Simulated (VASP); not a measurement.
# Ge3P2 (P-6m2) in VASP: further runs

The runs below take Ge3P2 through single point, relaxation of cell and atoms, with PBE.

All numbers are computed with VASP 6.6.1; they aren't measurements. Logs are shortened: lines on timing, memory, paths and dates and some standing lists are left out, and cuts for length are marked.

## 1. The cell of the first run

The structure is hexagonal, space group P-6m2 (No. 187). Conventional cell: a = 5.497 Å, b = 5.497 Å, c = 7.632 Å, α = 90.00°, β = 90.00°, γ = 120.00°. Ge (site symmetry mm2) has 2 P at 2.41 Å and 4 Ge at 2.58 to 2.92 Å within 3.2 Å. P (site symmetry 3m) has 3 Ge at 2.41 Å within 3.2 Å.

The cell was built from a structure type or drawn by symmetry, and may not be a known phase.

## 2. Single point, PBE

The input, INCAR:

```
PREC = Accurate
ENCUT = 520
EDIFF = 1E-6
ISMEAR = 0
SIGMA = 0.1
LREAL = F
LASPH = T
NELM = 100
ALGO = Normal
ISIF = 2
LWAVE = F
LCHARG = T
GGA = PE
LELF = T
LVHAR = T
NBANDS = 34
```

The input, KPOINTS:

```
Automatic mesh
0
Gamma
  6 6 4
```

The input, POSCAR:

```
Ge3P2
1.0
    5.4969941150      0.0000000000      0.0000000000
   -2.7484970575      4.7605365480      0.0000000000
    0.0000000000      0.0000000000      7.6319068801
Ge P
3 2
Direct
    0.4896147017     -0.0207705967      0.5000000000
    0.0207705967      0.5103852983      0.5000000000
    0.4896147017      0.5103852983      0.5000000000
    0.6666666667      0.3333333333      0.2751046914
    0.6666666667      0.3333333333      0.7248953086
```

Potentials or basis: VASP PAW PBE potentials, release 64 (Ge_d, P).

The run is started by

```sh
cat potpaw_PBE.64/Ge_d/POTCAR potpaw_PBE.64/P/POTCAR > POTCAR
mpirun -np 1 vasp_std > vasp.out
```

OUTCAR:

```text
PREC = Accurate
   ENCUT = 520
   EDIFF = 1E-6
   ISMEAR = 0
   LREAL = F
   LASPH = T
   NELM = 100
   ISIF = 2
   GGA = PE

 ion  position               nearest neighbor table
   1  0.490  0.979  0.500-   4 2.41   5 2.41   2 2.58   3 2.58   2 2.92   3 2.92
   2  0.021  0.510  0.500-   4 2.41   5 2.41   1 2.58   3 2.58   1 2.92   3 2.92
   3  0.490  0.510  0.500-   4 2.41   5 2.41   1 2.58   2 2.58   1 2.92   2 2.92
   4  0.667  0.333  0.275-   1 2.41   2 2.41   3 2.41
   5  0.667  0.333  0.725-   1 2.41   2 2.41   3 2.41

  LATTYP: Found a hexagonal cell.
 ALAT       =     5.4969941150
 C/A-ratio  =     1.3883782155

  Lattice vectors:

 A1 = (   5.4969941150,   0.0000000000,   0.0000000000)
 A2 = (  -2.7484970575,   4.7605365480,   0.0000000000)
 A3 = (   0.0000000000,   0.0000000000,   7.6319068801)

Analysis of symmetry for initial positions (statically):
=====================================================================
 Subroutine PRICEL returns:
 Original cell was already a primitive cell.

 Routine SETGRP: Setting up the symmetry group for a
 hexagonal supercell.

 Subroutine GETGRP returns: Found 12 space group operations
 (whereof 12 operations were pure point group operations)
 out of a pool of 24 trial point group operations.

The static configuration has the point symmetry D_3h.

Analysis of symmetry for dynamics (positions and initial velocities):
=====================================================================
 Subroutine PRICEL returns:
 Original cell was already a primitive cell.

 Routine SETGRP: Setting up the symmetry group for a
 hexagonal supercell.

 Subroutine GETGRP returns: Found 12 space group operations
 (whereof 12 operations were pure point group operations)
 out of a pool of 24 trial point group operations.

The dynamic configuration has the point symmetry D_3h.

 Subroutine INISYM returns: Found 12 space group operations
 (whereof 12 operations are pure point group operations),
 and found     1 'primitive' translations

----------------------------------------------------------------------------------------

                                     Primitive cell

  volume of cell :     199.7166

  direct lattice vectors                    reciprocal lattice vectors
     5.496994115  0.000000000  0.000000000     0.181917604  0.105030178  0.000000000
    -2.748497057  4.760536548  0.000000000     0.000000000  0.210060356  0.000000000
     0.000000000  0.000000000  7.631906880     0.000000000  0.000000000  0.131028852

  length of vectors
     5.496994115  5.496994115  7.631906880     0.210060356  0.210060356  0.131028852

  position of ions in fractional coordinates (direct lattice)
     0.489614702  0.979229403  0.500000000
     0.020770597  0.510385298  0.500000000
     0.489614702  0.510385298  0.500000000
     0.666666667  0.333333333  0.275104691
     0.666666667  0.333333333  0.724895309

  ion indices of the primitive-cell ions
   primitive index   ion index
                 1           1
                 2           2
                 3           3
                 4           4
                 5           5

----------------------------------------------------------------------------------------

 KPOINTS: Automatic mesh

Automatic generation of k-mesh.
 Grid dimensions read from file:
 generate k-points for:    6    6    4

 Generating k-lattice:

  Cartesian coordinates                     Fractional coordinates (reciprocal lattice)
     0.030319601  0.017505030  0.000000000     0.166666667  0.000000000  0.000000000
     0.000000000  0.035010059  0.000000000     0.000000000  0.166666667  0.000000000
     0.000000000  0.000000000  0.032757213     0.000000000  0.000000000  0.250000000

  Length of vectors
     0.035010059  0.035010059  0.032757213

  Shift w.r.t. Gamma in fractional coordinates (k-lattice)
     0.000000000  0.000000000  0.000000000

 Subroutine IBZKPT returns following result:
 ===========================================

 Found     21 irreducible k-points:

 Following reciprocal coordinates:
            Coordinates               Weight
  0.000000  0.000000  0.000000      1.000000
  0.166667  0.000000  0.000000      6.000000
  0.333333  0.000000  0.000000      6.000000
  0.500000  0.000000  0.000000      3.000000
  0.166667  0.166667  0.000000      6.000000
  0.333333  0.166667  0.000000     12.000000
[... 13 lines left out ...]
  0.333333  0.166667  0.500000     12.000000
  0.333333  0.333333  0.500000      2.000000
   k-points           NKPTS =     21   k-points in BZ     NKDIM =     21   number of bands    NBANDS=     34
   number of dos      NEDOS =    301   number of ions     NIONS =      5
   total plane-waves  NPLWV = 105840
   dimension x,y,z NGX =    42 NGY =   42 NGZ =   60
   dimension x,y,z NGXF=    84 NGYF=   84 NGZF=  120
   ions per type =               3   2
   NGX,Y,Z   is equivalent  to a cutoff of  12.70, 12.70, 13.07 a.u.
   NGXF,Y,Z  is equivalent  to a cutoff of  25.40, 25.40, 26.14 a.u.
 SYSTEM =  unknown system
   PREC   = accura    normal or accurate (medium, high low for compatibility)
   ISTART =      0    job   : 0-new  1-cont  2-samecut
   ICHARG =      2    charge: 1-file 2-atom 10-const
   ISPIN  =      1    spin polarized calculation?
   LNONCOLLINEAR =      F non collinear calculations
   LSORBIT =      F    spin-orbit coupling
   LASPH  =      T    aspherical Exc in radial PAW
   ENCUT  =  520.0 eV  38.22 Ry    6.18 a.u.  10.22 10.22 14.19*2*pi/ulx,y,z
   NELM   =    100;   NELMIN=  2; NELMDL= -5     # of ELM steps
   EDIFF  = 0.1E-05   stopping-criterion for ELM
   LREAL  =      F    real-space projection
   EDIFFG = 0.1E-04   stopping-criterion for IOM
   NSW    =      0    number of steps for IOM
   IBRION =     -1    ionic relax: 0-MD 1-quasi-New 2-CG
   NFREE  =      0    steps in history (QN), initial steepest desc. (CG)
   ISIF   =      2    stress and relaxation
   ISYM   =      2    0-nonsym 1-usesym 2-fastsym
   POTIM  = 0.5000    time-step for ionic-motion
   TEBEG  =    0.0;   TEEND  =   0.0 temperature during run
   PSTRESS=    0.0 pullay stress
   NELECT =      52.0000    total number of electrons
   NUPDOWN=      -1.0000    fix difference up-down
   EMIN   =  10.00;   EMAX   =-10.00  energy-range for DOS
   EFERMI =   0.00;   METHOD = LEGACY
   ISMEAR =     0;   SIGMA  =   0.10  broadening in eV -4-tet -1-fermi 0-gaus
   EFERMI_NEDOS =   21; number of points for ismear=-14 and -15
   IALGO  =     38    algorithm
   IMIX   =      4    mixing-type and parameters
     AMIX     =   0.40;   BMIX     =  1.00
     AMIX_MAG =   1.60;   BMIX_MAG =  1.00
  volume/ion in A,a.u.               =      39.94       269.55
  Fermi-wavevector in a.u.,A,eV,Ry     =   1.045373  1.975468 14.868505  1.092804
  Thomas-Fermi vector in A             =   2.180166
   LORBIT       =      0    0 simple, 1 ext, 2 COOP (PROOUT), +10 PAW based schemes
   GGA     = PE    functional components
   LHFCALC =     F    Hartree Fock is set to
   AEXX    =    0.0000 exact exchange contribution
   IVDW    =     0    specifies the selected vdW correction
   LEPSILON=     F    determine dielectric tensor
   LRPA    =     F    only Hartree local field effects (RPA)
 non-spin polarized calculation
 Gauss-broadening in eV      SIGMA  =   0.10
  energy-cutoff  :      520.00
  volume of cell :      199.72
 maximum number of plane-waves:      5418
 NGX is ok and might be reduce to    42
   NGX = 21   NGY = 21   NGZ = 29

 number of electron      51.9999994 magnetization

 Free energy of the ion-electron system (eV)
  ---------------------------------------------------
  ext. energy  EPLUGINS =         0.00000000
  ---------------------------------------------------
  free energy    TOTEN  =       -22.53744485 eV

  energy without entropy =      -22.53744483  energy(sigma->0) =      -22.53744484

 E-fermi :   0.7750     XC(G=0):  -6.5147

 val. band max:        0.4075403657   @ k =   0.3333   0.1667   0.5000
 cond. band min:       1.1139481325   @ k =   0.3333   0.3333   0.0000
 fundamental gap:      0.7064077668
 Fermi energy:         0.7750058159

 k-point     1 :       0.0000    0.0000    0.0000
  band No.  band energies     occupation
      1     -24.1470      2.00000
      2     -24.1037      2.00000
      3     -24.1037      2.00000
      4     -24.0795      2.00000
      5     -24.0170      2.00000
      6     -24.0093      2.00000
[... 26 lines left out ...]
     33       5.2686      0.00000
     34       5.6103      0.00000

 k-point     2 :       0.1667    0.0000    0.0000
  band No.  band energies     occupation
      1     -24.1369      2.00000
      2     -24.1007      2.00000
      3     -24.0918      2.00000
      4     -24.0736      2.00000
      5     -24.0146      2.00000
      6     -24.0094      2.00000
[... 26 lines left out ...]
     33       5.4433      0.00000
     34       5.6242      0.00000

 k-point     3 :       0.3333    0.0000    0.0000
  band No.  band energies     occupation
      1     -24.1187      2.00000
      2     -24.0869      2.00000
      3     -24.0624      2.00000
      4     -24.0594      2.00000
      5     -24.0096      2.00000
      6     -24.0085      2.00000
[... 26 lines left out ...]
     33       4.8946      0.00000
     34       5.4368      0.00000
[... 593 lines left out ...]
 k-point    20 :       0.3333    0.1667    0.5000
  band No.  band energies     occupation
      1     -24.1040      2.00000
      2     -24.0796      2.00000
      3     -24.0489      2.00000
      4     -24.0482      2.00000
      5     -24.0132      2.00000
      6     -24.0052      2.00000
[... 26 lines left out ...]
     33       5.4180      0.00000
     34       6.0457      0.00000

 k-point    21 :       0.3333    0.3333    0.5000
  band No.  band energies     occupation
      1     -24.0846      2.00000
      2     -24.0793      2.00000
      3     -24.0534      2.00000
      4     -24.0395      2.00000
      5     -24.0204      2.00000
      6     -24.0047      2.00000
[... 26 lines left out ...]
     33       5.1389      0.00000
     34       5.1407      0.00000

------------------------ aborting loop because EDIFF is reached ----------------------------------------

  FORCE on cell =-STRESS in cart. coord.  units (eV):
  Direction    XX          YY          ZZ          XY          YZ          ZX
  --------------------------------------------------------------------------------------
  -------------------------------------------------------------------------------------
  Total       -0.0583077     -0.0583077      0.0432639      0.0000000      0.0000000      0.0000000
  in kB       -0.4677591     -0.4677591      0.3470740      0.0000000      0.0000000      0.0000000
  external PRESSURE =      -0.1961481 kB  Pullay stress =       0.0000000 kB

 VOLUME and BASIS-vectors are now :
 -----------------------------------------------------------------------------
  energy-cutoff  :      520.00
  volume of cell :      199.72
      direct lattice vectors                 reciprocal lattice vectors
     5.496994115  0.000000000  0.000000000     0.181917604  0.105030178  0.000000000
    -2.748497057  4.760536548  0.000000000     0.000000000  0.210060356  0.000000000
     0.000000000  0.000000000  7.631906880     0.000000000  0.000000000  0.131028852

 POSITION                                       TOTAL-FORCE (eV/Angst)
 -----------------------------------------------------------------------------------
      0.00000      4.66166      3.81595         0.000000      0.007461      0.000000
     -1.28862      2.42971      3.81595        -0.006461     -0.003730     -0.000000
      1.28862      2.42971      3.81595         0.006461     -0.003730     -0.000000
      2.74850      1.58685      2.09957         0.000000     -0.000000      0.030876
      2.74850      1.58685      5.53233         0.000000     -0.000000     -0.030876
 -----------------------------------------------------------------------------------
    total drift:                               -0.000000      0.000000      0.000000

  FREE ENERGIE OF THE ION-ELECTRON SYSTEM (eV)
  ---------------------------------------------------
  free  energy   TOTEN  =       -22.5374448502 eV

  energy  without entropy=      -22.5374448333  energy(sigma->0) =      -22.53744484
```

Wall time 71 s (1 thread of Intel Xeon 6975P-C (Granite Rapids), shared host); peak memory 0.36 GiB.

What came out:

```
Free energy            : -22.5374 eV
Pressure               : 0.0 GPa
Largest force          : 0.031 eV/Å
Band gap on the k mesh : 0.71 eV (least direct gap 0.91 eV)
```

Forces in eV/Å, atoms in the order of the input:
```
Ge   0.000  0.007  0.000
Ge  -0.006 -0.004  0.000
Ge   0.006 -0.004  0.000
P    0.000  0.000  0.031
P    0.000  0.000 -0.031
```

Stress tensor (GPa, compression positive):
```
-0.05  0.00  0.00
 0.00 -0.05  0.00
 0.00  0.00  0.03
```

Caveat: this functional lacks dispersion, which binds the layers, so the pressure and a relaxed spacing across them are unreliable.

## 3. Single point, PBE

This run uses another cell than the first one, of 41.60 Å³/atom.

The input, INCAR:

```
PREC = Accurate ; ENCUT = 520
EDIFF = 1E-6 ; ISMEAR = 0
SIGMA = 0.02 ; LREAL = False
LASPH = True ; NELM = 100
ALGO = Normal ; ISIF = 2
LWAVE = False ; LCHARG = False
GGA = PE ; NBANDS = 34
```

KPOINTS is that of step 2.

The input, POSCAR:

```
Ge3P2
1.0
    5.4962049986      0.0000000000      0.0000000000
   -2.7481024993      4.7598531532      0.0000000000
    0.0000000000      0.0000000000      7.9512412371
Ge P
3 2
Direct
    0.4896332692      0.9792665382      0.5000000000
    0.0207334618      0.5103667308      0.5000000000
    0.4896332692      0.5103667308      0.5000000000
    0.6666666667      0.3333333333      0.2840859798
    0.6666666667      0.3333333333      0.7159140202
```

Potentials or basis: VASP PAW PBE potentials, release 64 (Ge_d, P).

The run is started by

```sh
cat potpaw_PBE.64/Ge_d/POTCAR potpaw_PBE.64/P/POTCAR > POTCAR
mpirun -np 1 vasp_std > vasp.out
```

It took 68 s on 1 thread of Intel Xeon 6975P-C (Granite Rapids), shared host; peak memory 0.36 GiB.

The run converged. Its results:

| Property | Result |
| --- | --- |
| Free energy | -22.5411 eV |
| Pressure | -0.1 GPa |
| Largest force | 0.032 eV/Å |
| Band gap on the k mesh | 0.74 eV (least direct gap 0.92 eV) |

Forces in eV/Å, atoms in the order of the input:
```
Ge   0.000  0.008  0.000
Ge  -0.007 -0.004  0.000
Ge   0.007 -0.004  0.000
P    0.000  0.000  0.032
P    0.000  0.000 -0.032
```

Levels at points of the mesh, in eV from the valence-band top:
```
           k point  band 22  band 23  band 24  band 25  band 26  band 27  band 28  band 29  band 30  band 31
(0.00, 0.00, 0.00)    -2.43    -2.43    -2.20    -2.20    -1.15     1.33     2.29     2.29     2.74     4.27
(0.50, 0.00, 0.00)    -3.15    -2.33    -0.89    -0.78    -0.09     1.17     1.72     2.18     2.39     3.02
(0.00, 0.00, 0.50)    -2.42    -2.42    -2.22    -2.22    -1.52     1.05     2.42     2.42     3.06     4.17
(0.50, 0.00, 0.50)    -3.18    -2.36    -1.20    -0.84    -0.06     1.22     1.73     2.06     2.78     3.18
```

Caveat: this functional lacks dispersion, which binds the layers, so the pressure and a relaxed spacing across them are unreliable.

(Part 1 of 2 ends here.)
